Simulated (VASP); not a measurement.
Input of a VASP 6.6.1 run:

INCAR

```
PREC = Accurate ; ENCUT = 500
EDIFF = 1E-6 ; ISMEAR = 0
SIGMA = 0.1 ; LREAL = F
LASPH = T ; NELM = 120
ALGO = Normal ; ISIF = 2
LWAVE = F ; LCHARG = T
GGA = PE ; LELF = T
LVHAR = T ; NBANDS = 8
GGA_COMPAT = F
```

File KPOINTS:

```
Automatic mesh
0
Gamma
  9 9 9
```

Contents of POSCAR:

```
Al
1.0
    0.0000000000      2.0194648466      2.0194648466
    2.0194648466      0.0000000000      2.0194648466
    2.0194648466      2.0194648466      0.0000000000
Al
1
Direct
    0.0000000000      0.0000000000      0.0000000000
```

Potentials or basis: VASP PAW PBE potentials, release 64 (Al).

Run with:

```console
$ cat potpaw_PBE.64/Al/POTCAR > POTCAR
$ mpirun -np 1 vasp_std > vasp.out
```

Task: Estimate the pressure.

Result: 0.4 GPa.
